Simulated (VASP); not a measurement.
Runs of VASP 6.6.1 on As. The structure is that of space group Fm-3m (No. 225), or close to it. The cells are those of the table. 

```tsv
task	cell	k mesh	cutoff (eV)	gap on the mesh (eV)	pressure (GPa)
relaxation of cell and atoms	relaxed to 120 GPa from a = 2.545 Å, angles 60.0°, 1 atom	18 × 18 × 18	600	none	120.0
single point	a = 2.542 Å, angles 60.0°, 1 atom	18 × 18 × 18	520	none	123.1
relaxation of cell and atoms	relaxed from a = 2.995 Å, angles 60.0°, 1 atom	16 × 16 × 16	600	none	0.0
single point	a = 3.013 Å, angles 60.0°, 1 atom	16 × 16 × 16	520	none	0.0
single point	a = 2.545 Å, angles 60.0°, 1 atom	18 × 18 × 18	520	none	(a)
single point	a = 2.543 Å, angles 60.0°, 1 atom	18 × 18 × 18	520	none	123.0
relaxation of cell and atoms	relaxed to 120 GPa from a = 2.542 Å, angles 60.0°, 1 atom	18 × 18 × 18	600	none	120.0
```

Alike in all rows: level PBE; potentials or basis VASP PAW PBE potentials, release 64 (As); no spin polarisation; smearing fermi-dirac 0.05 eV.

Question: Estimate the missing entries.

Answer: (a) 121.5.

Caveats: the cell is relaxed towards a set pressure, so the enthalpy falls and the energy may rise (some runs).

A k mesh can miss the band edges, and the runs leave out spin-orbit coupling on As.

A gap of «none» marks levels without a gap at the run's occupations.
